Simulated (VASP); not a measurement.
# Si2Mo (P6_222) in VASP: a series of runs

The runs below take Si2Mo through single point, with PBEsol+D3(BJ).

Program: VASP 6.6.1. These are calculated values, not measurements. Logs are shortened: lines on timing, memory, paths and dates and some standing lists are left out, and cuts for length are marked.

## Step 1: The cell of the first run

It takes space group P6_222 (No. 180, hexagonal). The conventional cell has a = 4.527 Å, b = 4.527 Å, c = 6.509 Å, α = 90.00°, β = 90.00°, γ = 120.00°. Mo (site symmetry 222) has 10 Si at 2.54 to 2.63 Å and 4 Mo at 3.14 Å within 3.3 Å. Within 3.3 Å of Si (site symmetry 2) lie 9 Si at 2.52 to 3.16 Å and 5 Mo at 2.54 to 2.63 Å.

## Step 2: Single point, PBEsol+D3(BJ)

INCAR reads:

```
ALGO = Normal
EDIFF = 1E-6
ENCUT = 520
GGA = PS
ISIF = 2
ISMEAR = -1
IVDW = 12
LASPH = T
LCHARG = F
LREAL = F
LWAVE = F
NBANDS = 43
NELM = 80
PREC = Accurate
SIGMA = 0.05
```

KPOINTS reads:

```
k-points
0
Gamma
  7 7 4
```

POSCAR reads:

```
Si2Mo
1.0
    4.5272680534      0.0000000000      0.0000000000
   -2.2636340267      3.9207291440      0.0000000000
    0.0000000000      0.0000000000      6.5094169161
Mo Si
3 6
Direct
    0.5000000000      0.5000000000      0.8333333333
    0.0000000000      0.5000000000      0.1666666667
    0.5000000000      0.0000000000      0.5000000000
    0.1641281120      0.3282562240      0.5000000000
    0.6717437760      0.8358718880      0.1666666667
    0.8358718880      0.1641281120      0.8333333333
    0.8358718880      0.6717437760      0.5000000000
    0.3282562240      0.1641281120      0.1666666667
    0.1641281120      0.8358718880      0.8333333333
```

Potentials or basis: VASP PAW PBE potentials, release 64 (Mo_sv, Si).

Command:

```bash
cat potpaw_PBE.64/Mo_sv/POTCAR potpaw_PBE.64/Si/POTCAR > POTCAR
mpirun -np 1 vasp_std > vasp.out
```

OUTCAR:

```text
EDIFF = 1E-6
   ENCUT = 520
   GGA = PS
   ISIF = 2
   ISMEAR = -1
   IVDW = 12
   LASPH = T
   LREAL = F
   NELM = 80
   PREC = Accurate
 IVDW          = 12

 ion  position               nearest neighbor table
   1  0.500  0.500  0.833-   4 2.54   7 2.54   5 2.54   8 2.54   9 2.60   6 2.60   9 2.60   6 2.60
                             6 2.63   9 2.63   3 3.14   3 3.14   2 3.14   2 3.14
   2  0.000  0.500  0.167-   4 2.54   7 2.54   6 2.54   9 2.54   8 2.60   5 2.60   8 2.60   5 2.60
                             5 2.63   8 2.63   3 3.14   3 3.14   1 3.14   1 3.14
   3  0.500  0.000  0.500-   5 2.54   6 2.54   8 2.54   9 2.54   7 2.60   4 2.60   4 2.60   7 2.60
                             4 2.63   7 2.63   1 3.14   1 3.14   2 3.14   2 3.14
   4  0.164  0.328  0.500-   6 2.52   8 2.52   1 2.54   2 2.54   7 2.57   3 2.60   3 2.60   3 2.63
                             7 2.63   7 2.63   5 3.11   9 3.11
   5  0.672  0.836  0.167-   7 2.52   6 2.52   3 2.54   1 2.54   8 2.57   2 2.60   2 2.60   2 2.63
                             8 2.63   8 2.63   4 3.11   9 3.11
   6  0.836  0.164  0.833-   4 2.52   5 2.52   3 2.54   2 2.54   9 2.57   1 2.60   1 2.60   1 2.63
                             9 2.63   9 2.63   7 3.11   8 3.11
   7  0.836  0.672  0.500-   5 2.52   9 2.52   1 2.54   2 2.54   4 2.57   3 2.60   3 2.60   3 2.63
                             4 2.63   4 2.63   8 3.11   6 3.11
   8  0.328  0.164  0.167-   4 2.52   9 2.52   3 2.54   1 2.54   5 2.57   2 2.60   2 2.60   2 2.63
                             5 2.63   5 2.63   7 3.11   6 3.11
   9  0.164  0.836  0.833-   7 2.52   8 2.52   3 2.54   2 2.54   6 2.57   1 2.60   1 2.60   1 2.63
                             6 2.63   6 2.63   4 3.11   5 3.11

  LATTYP: Found a hexagonal cell.
 ALAT       =     4.5272680534
 C/A-ratio  =     1.4378244980

  Lattice vectors:

 A1 = (   4.5272680534,   0.0000000000,   0.0000000000)
 A2 = (  -2.2636340267,   3.9207291440,   0.0000000000)
 A3 = (   0.0000000000,   0.0000000000,   6.5094169161)

Analysis of symmetry for initial positions (statically):
=====================================================================
 Subroutine PRICEL returns:
 Original cell was already a primitive cell.

 Routine SETGRP: Setting up the symmetry group for a
 hexagonal supercell.

 Subroutine GETGRP returns: Found 12 space group operations
 (whereof  4 operations were pure point group operations)
 out of a pool of 24 trial point group operations.

The static configuration has the point symmetry D_2 .
 The point group associated with its full space group is D_6 .

Analysis of symmetry for dynamics (positions and initial velocities):
=====================================================================
 Subroutine PRICEL returns:
 Original cell was already a primitive cell.

 Routine SETGRP: Setting up the symmetry group for a
 hexagonal supercell.

 Subroutine GETGRP returns: Found 12 space group operations
 (whereof  4 operations were pure point group operations)
 out of a pool of 24 trial point group operations.

The dynamic configuration has the point symmetry D_2 .
 The point group associated with its full space group is D_6 .

 Subroutine INISYM returns: Found 12 space group operations
 (whereof  4 operations are pure point group operations),
 and found     1 'primitive' translations

----------------------------------------------------------------------------------------

                                     Primitive cell

  volume of cell :     115.5434

  direct lattice vectors                    reciprocal lattice vectors
     4.527268053  0.000000000  0.000000000     0.220883762  0.127527300  0.000000000
    -2.263634027  3.920729144  0.000000000     0.000000000  0.255054599  0.000000000
     0.000000000  0.000000000  6.509416916     0.000000000  0.000000000  0.153623591

  length of vectors
     4.527268053  4.527268053  6.509416916     0.255054599  0.255054599  0.153623591

  position of ions in fractional coordinates (direct lattice)
     0.500000000  0.500000000  0.833333333
     0.000000000  0.500000000  0.166666667
     0.500000000  0.000000000  0.500000000
     0.164128112  0.328256224  0.500000000
     0.671743776  0.835871888  0.166666667
     0.835871888  0.164128112  0.833333333
     0.835871888  0.671743776  0.500000000
     0.328256224  0.164128112  0.166666667
     0.164128112  0.835871888  0.833333333

  ion indices of the primitive-cell ions
   primitive index   ion index
                 1           1
                 2           2
                 3           3
                 4           4
                 5           5
                 6           6
                 7           7
                 8           8
                 9           9

----------------------------------------------------------------------------------------

 KPOINTS: k-points

Automatic generation of k-mesh.
 Grid dimensions read from file:
 generate k-points for:    7    7    4

 Generating k-lattice:

  Cartesian coordinates                     Fractional coordinates (reciprocal lattice)
     0.031554823  0.018218186  0.000000000     0.142857143  0.000000000  0.000000000
     0.000000000  0.036436371  0.000000000     0.000000000  0.142857143  0.000000000
     0.000000000  0.000000000  0.038405898     0.000000000  0.000000000  0.250000000

  Length of vectors
     0.036436371  0.036436371  0.038405898

  Shift w.r.t. Gamma in fractional coordinates (k-lattice)
     0.000000000  0.000000000  0.000000000

 Subroutine IBZKPT returns following result:
 ===========================================

 Found     24 irreducible k-points:

 Following reciprocal coordinates:
            Coordinates               Weight
  0.000000  0.000000  0.000000      1.000000
  0.142857  0.000000  0.000000      6.000000
  0.285714  0.000000  0.000000      6.000000
  0.428571  0.000000  0.000000      6.000000
  0.142857  0.142857  0.000000      6.000000
  0.285714  0.142857  0.000000     12.000000
[... 16 lines left out ...]
  0.428571  0.142857  0.500000      6.000000
  0.285714  0.285714  0.500000      6.000000
   k-points           NKPTS =     24   k-points in BZ     NKDIM =     24   number of bands    NBANDS=     43
   number of dos      NEDOS =    301   number of ions     NIONS =      9
   total plane-waves  NPLWV =  62208
   dimension x,y,z NGX =    36 NGY =   36 NGZ =   48
   dimension x,y,z NGXF=    72 NGYF=   72 NGZF=   96
   ions per type =               3   6
   NGX,Y,Z   is equivalent  to a cutoff of  13.22, 13.22, 12.26 a.u.
   NGXF,Y,Z  is equivalent  to a cutoff of  26.44, 26.44, 24.52 a.u.
 SYSTEM =  unknown system
   PREC   = accura    normal or accurate (medium, high low for compatibility)
   ISTART =      0    job   : 0-new  1-cont  2-samecut
   ICHARG =      2    charge: 1-file 2-atom 10-const
   ISPIN  =      1    spin polarized calculation?
   LNONCOLLINEAR =      F non collinear calculations
   LSORBIT =      F    spin-orbit coupling
   LASPH  =      T    aspherical Exc in radial PAW
   ENCUT  =  520.0 eV  38.22 Ry    6.18 a.u.   8.42  8.42 12.10*2*pi/ulx,y,z
   NELM   =     80;   NELMIN=  2; NELMDL= -5     # of ELM steps
   EDIFF  = 0.1E-05   stopping-criterion for ELM
   LREAL  =      F    real-space projection
   EDIFFG = 0.1E-04   stopping-criterion for IOM
   NSW    =      0    number of steps for IOM
   IBRION =     -1    ionic relax: 0-MD 1-quasi-New 2-CG
   NFREE  =      0    steps in history (QN), initial steepest desc. (CG)
   ISIF   =      2    stress and relaxation
   ISYM   =      2    0-nonsym 1-usesym 2-fastsym
   POTIM  = 0.5000    time-step for ionic-motion
   TEBEG  =    0.0;   TEEND  =   0.0 temperature during run
   PSTRESS=    0.0 pullay stress
   NELECT =      66.0000    total number of electrons
   NUPDOWN=      -1.0000    fix difference up-down
   EMIN   =  10.00;   EMAX   =-10.00  energy-range for DOS
   EFERMI =   0.00;   METHOD = LEGACY
   ISMEAR =    -1;   SIGMA  =   0.05  broadening in eV -4-tet -1-fermi 0-gaus
   EFERMI_NEDOS =   21; number of points for ismear=-14 and -15
   IALGO  =     38    algorithm
   IMIX   =      4    mixing-type and parameters
     AMIX     =   0.40;   BMIX     =  1.00
     AMIX_MAG =   1.60;   BMIX_MAG =  1.00
  volume/ion in A,a.u.               =      12.84        86.64
  Fermi-wavevector in a.u.,A,eV,Ry     =   1.358338  2.566886 25.103856  1.845081
  Thomas-Fermi vector in A             =   2.485180
   LORBIT       =      0    0 simple, 1 ext, 2 COOP (PROOUT), +10 PAW based schemes
   GGA     = PS    functional components
   LHFCALC =     F    Hartree Fock is set to
   AEXX    =    0.0000 exact exchange contribution
   IVDW    =    12    specifies the selected vdW correction
   LEPSILON=     F    determine dielectric tensor
   LRPA    =     F    only Hartree local field effects (RPA)
 non-spin polarized calculation
  energy-cutoff  :      520.00
  volume of cell :      115.54
 maximum number of plane-waves:      3156
 NGX is ok and might be reduce to    36
   NGX = 17   NGY = 17   NGZ = 25

 number of electron      65.9999994 magnetization

 Free energy of the ion-electron system (eV)
  ---------------------------------------------------
  ext. energy  EPLUGINS =         0.00000000
  ---------------------------------------------------
  free energy    TOTEN  =       -74.90519824 eV

  energy without entropy =      -74.90337461  energy(sigma->0) =      -74.90428643

 E-fermi :  13.4210     XC(G=0): -12.7164

 val. band max:       13.2939848116   @ k =   0.4286   0.0000   0.5000
 cond. band min:      13.5451499500   @ k =   0.4286   0.0000   0.0000
 fundamental gap:      0.2511651385
 Fermi energy:        13.4209607961

 k-point     1 :       0.0000    0.0000    0.0000
  band No.  band energies     occupation
      1     -47.6189      2.00000
      2     -47.5825      2.00000
      3     -47.5825      2.00000
      4     -21.9301      2.00000
      5     -21.9258      2.00000
      6     -21.9258      2.00000
[... 35 lines left out ...]
     42      16.5653      0.00000
     43      16.9739      0.00000
[... 1017 lines left out ...]
      3     -47.5851      2.00000
      4     -21.9833      2.00000
      5     -21.9667      2.00000
      6     -21.9609      2.00000
[... 35 lines left out ...]
     42      16.7922      0.00000
     43      16.8861      0.00000

------------------------ aborting loop because EDIFF is reached ----------------------------------------

 Edisp (eV)   -4.96271

 E8    (eV) :    -3.2761

  FORCE on cell =-STRESS in cart. coord.  units (eV):
  Direction    XX          YY          ZZ          XY          YZ          ZX
  --------------------------------------------------------------------------------------
  -------------------------------------------------------------------------------------
  Total       0.29229     0.29229     0.32025     0.00000    -0.00000     0.00000
  in kB       4.05309     4.05309     4.44079     0.00000    -0.00000     0.00000
  external pressure =        4.18 kB  Pullay stress =        0.00 kB

 VOLUME and BASIS-vectors are now :
 -----------------------------------------------------------------------------
  energy-cutoff  :      520.00
  volume of cell :      115.54
      direct lattice vectors                 reciprocal lattice vectors
     4.527268053  0.000000000  0.000000000     0.220883762  0.127527300  0.000000000
    -2.263634027  3.920729144  0.000000000     0.000000000  0.255054599  0.000000000
     0.000000000  0.000000000  6.509416916     0.000000000  0.000000000  0.153623591

 POSITION                                       TOTAL-FORCE (eV/Angst)
 -----------------------------------------------------------------------------------
      1.13182      1.96036      5.42451         0.000000      0.000000     -0.000000
     -1.13182      1.96036      1.08490         0.000000      0.000000     -0.000000
      2.26363      0.00000      3.25471         0.000000      0.000000     -0.000000
      0.00000      1.28700      3.25471         0.000000     -0.005797      0.000000
      1.14906      3.27723      1.08490         0.005021      0.002899      0.000000
      3.41269      0.64350      5.42451         0.005021     -0.002899      0.000000
      2.26363      2.63373      3.25471         0.000000      0.005797      0.000000
      1.11458      0.64350      1.08490        -0.005021     -0.002899      0.000000
     -1.14906      3.27723      5.42451        -0.005021      0.002899      0.000000
 -----------------------------------------------------------------------------------
    total drift:                               -0.000000      0.000000     -0.000001

  FREE ENERGIE OF THE ION-ELECTRON SYSTEM (eV)
  ---------------------------------------------------
  free  energy   TOTEN  =       -79.8679109823 eV

  energy  without entropy=      -79.8660873484  energy(sigma->0) =      -79.86699917
```

It took 60 s on 1 thread of Intel Xeon 6975P-C (Granite Rapids), shared host; peak memory 0.28 GiB.

Results:

| Item | Value |
| --- | --- |
| Free energy | -79.8679 eV |
| Pressure | 0.4 GPa |
| Largest force | 0.006 eV/Å |
| Band gap on the k mesh | 0.25 eV, indirect (least direct gap 0.67 eV) |
| Dispersion energy per atom | -0.551 eV |

Forces in eV/Å, atoms in the order of the input:
```
Mo   0.000  0.000  0.000
Mo   0.000  0.000  0.000
Mo   0.000  0.000  0.000
Si   0.000 -0.006  0.000
Si   0.005  0.003  0.000
Si   0.005 -0.003  0.000
Si   0.000  0.006  0.000
Si  -0.005 -0.003  0.000
Si  -0.005  0.003  0.000
```

Caveat: the PAW data sets were made with another functional, which shifts forces and pressure a little.

## Step 3: Single point, PBEsol+D3(BJ)

This run uses another cell than the first one, of 12.91 Å³/atom, 1.006 times its volume.

INCAR reads:

```
  PREC = Accurate
  ENCUT = 520
  EDIFF = 1E-6
  ISMEAR = -1
  SIGMA = 0.05
  LREAL = False
  LASPH = True
  NELM = 80
  ALGO = Normal
  ISIF = 2
  LWAVE = False
  LCHARG = False
  GGA = PS
  IVDW = 12
  NBANDS = 43
```

KPOINTS reads:

```
regular mesh
0
Gamma
  7 7 4
```

POSCAR reads:

```
Si2Mo
1.0
    4.5361655948      0.0000000000      0.0000000000
   -2.2680827974      3.9284346408      0.0000000000
    0.0000000000      0.0000000000      6.5201153257
Mo Si
3 6
Direct
    0.5000000000      0.5000000000      0.8333333333
    0.0000000000      0.5000000000      0.1666666667
    0.5000000000      0.0000000000      0.5000000000
    0.1641396653      0.3282793306      0.5000000000
    0.6717206694      0.8358603347      0.1666666667
    0.8358603347      0.1641396653      0.8333333333
    0.8358603347      0.6717206694      0.5000000000
    0.3282793306      0.1641396653      0.1666666667
    0.1641396653      0.8358603347      0.8333333333
```

Potentials or basis: VASP PAW PBE potentials, release 64 (Mo_sv, Si).

Command:

```bash
cat potpaw_PBE.64/Mo_sv/POTCAR potpaw_PBE.64/Si/POTCAR > POTCAR
mpirun -np 1 vasp_std > vasp.out
```

It took 57 s on 1 thread of Intel Xeon 6975P-C (Granite Rapids), shared host; peak memory 0.29 GiB.

It converged, with:

```yaml
Free_energy: -79.8670 eV
Pressure: -0.9 GPa
Largest_force: 0.006 eV/Å
Band_gap_on_the_k_mesh: 0.25 eV, indirect (least direct gap 0.66 eV)
Dispersion_energy_per_atom: -0.548 eV
```

Forces on the atoms (eV/Å):
```
Mo   0.000  0.000  0.000
Mo   0.000  0.000  0.000
Mo   0.000  0.000  0.000
Si   0.000 -0.006  0.000
Si   0.005  0.003  0.000
Si   0.005 -0.003  0.000
Si   0.000  0.006  0.000
Si  -0.005 -0.003  0.000
Si  -0.005  0.003  0.000
```

Levels at points of the mesh, in eV from the valence-band top:
| k point | band 30 | band 31 | band 32 | band 33 | band 34 | band 35 | band 36 | band 37 |
| --- | --- | --- | --- | --- | --- | --- | --- | --- |
| (0.00, 0.00, 0.00) | -2.99 | -2.67 | -2.04 | -0.79 | 2.19 | 2.56 | 2.56 | 2.68 |
| (0.00, 0.00, 0.50) | -2.25 | -1.98 | -0.68 | -0.68 | 2.08 | 2.49 | 2.54 | 2.54 |

Caveat: three body term missing; the PAW data sets were made with another functional, which shifts forces and pressure a little. A k mesh can miss the band edges.
